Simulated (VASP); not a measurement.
Wanted: the native input for a VASP 6.6.1 run.

- Task: single point
- Functional: PBEsol
- Potentials or basis: VASP PAW PBE potentials, release 64 (H, C)
- Cutoff: 520 eV
- k mesh: 2 × 1 × 1
- Occupations: fermi-dirac, width 0.02 eV
- Spin: no spin polarisation
- Dipole correction: no
- Further INCAR settings: LREAL = Auto; ALGO = Normal; EDIFF = 1e-06; NBANDS = 122

The structure of H2C5 lies in POSCAR:

```
H2C5
1.0
    5.0487420000      0.0000000000      0.0000000000
    0.0000000000     10.0974850000      0.0000000000
    0.0000000000      0.0000000000     17.1647000000
H C
16 40
Direct
    0.4277868000      0.0000000000      0.0582591000
    0.0722132000      0.0000000000      0.0582591000
    0.9277868000      0.0000000000      0.0582591000
    0.5722132000      0.0000000000      0.0582591000
    0.4277868000      0.2500000000      0.0582591000
    0.0722132000      0.2500000000      0.0582591000
    0.9277868000      0.2500000000      0.0582591000
    0.5722132000      0.2500000000      0.0582591000
    0.4277868000      0.5000000000      0.0582591000
    0.0722132000      0.5000000000      0.0582591000
    0.9277868000      0.5000000000      0.0582591000
    0.5722132000      0.5000000000      0.0582591000
    0.4277868000      0.7500000000      0.0582591000
    0.0722132000      0.7500000000      0.0582591000
    0.9277868000      0.7500000000      0.0582591000
    0.5722132000      0.7500000000      0.0582591000
    0.2500000000      0.0000000000      0.0952362000
    0.7500000000      0.0000000000      0.0952362000
    0.2500000000      0.2500000000      0.0952362000
    0.7500000000      0.2500000000      0.0952362000
    0.2500000000      0.5000000000      0.0952362000
    0.7500000000      0.5000000000      0.0952362000
    0.2500000000      0.7500000000      0.0952362000
    0.7500000000      0.7500000000      0.0952362000
    0.2500000000      0.1250000000      0.1472324000
    0.7500000000      0.1250000000      0.1472324000
    0.2500000000      0.3750000000      0.1472324000
    0.7500000000      0.3750000000      0.1472324000
    0.2500000000      0.6250000000      0.1472324000
    0.7500000000      0.6250000000      0.1472324000
    0.2500000000      0.8750000000      0.1472324000
    0.7500000000      0.8750000000      0.1472324000
    0.0000000000      0.1250545164      0.1938181695
    0.5000000000      0.1250545164      0.1938181695
    0.0000000000      0.3750847722      0.2047017077
    0.5000000000      0.3750847722      0.2047017077
    0.0000000000      0.6250545164      0.1938181695
    0.5000000000      0.6250545164      0.1938181695
    0.0000000000      0.8750847722      0.2047017077
    0.5000000000      0.8750847722      0.2047017077
    0.0000000000      0.0086863386      0.2534397260
    0.5000000000      0.0086863386      0.2534397260
    0.0000000000      0.2415147604      0.2533512354
    0.5000000000      0.2415147604      0.2533512354
    0.0000000000      0.5086863386      0.2534397260
    0.5000000000      0.5086863386      0.2534397260
    0.0000000000      0.7415147604      0.2533512354
    0.5000000000      0.7415147604      0.2533512354
    0.2500000000      0.0567481626      0.2929990935
    0.7500000000      0.0567481626      0.2929990935
    0.2500000000      0.1935508869      0.2929490502
    0.7500000000      0.1935508869      0.2929490502
    0.2500000000      0.5567481626      0.2929990935
    0.7500000000      0.5567481626      0.2929990935
    0.2500000000      0.6935508869      0.2929490502
    0.7500000000      0.6935508869      0.2929490502
```

These files were run (other wordings do the same):

INCAR

```
SYSTEM = H2C5
  ALGO = Normal
  EDIFF = 1E-6
  ENCUT = 520
  GGA = PS
  ISIF = 2
  ISMEAR = -1
  LASPH = .TRUE.
  LCHARG = .FALSE.
  LREAL = Auto
  LWAVE = .FALSE.
  NBANDS = 122
  NELM = 100
  PREC = Accurate
  SIGMA = 0.02
```

KPOINTS

```
k-points
0
G
  2 1 1
  0 0 0
```

Potentials or basis: VASP PAW PBE potentials, release 64 (H, C).

Launch:

```sh
$ cat potpaw_PBE.64/H/POTCAR potpaw_PBE.64/C/POTCAR > POTCAR
$ mpirun -np 1 vasp_std > vasp.out
```

Results of the run:

```json
{"Largest force": "8.934 eV/Å", "Band gap on the k mesh": "0.82 eV"}
```

Caveat: the k points lie up to 0.62 Å⁻¹ apart; the PAW data sets were made with another functional, which shifts forces and pressure a little.

It took 13 min on 1 thread of Intel(R) Xeon(R) 6975P-C (Granite Rapids) (shared host), peak memory 0.86 GiB.
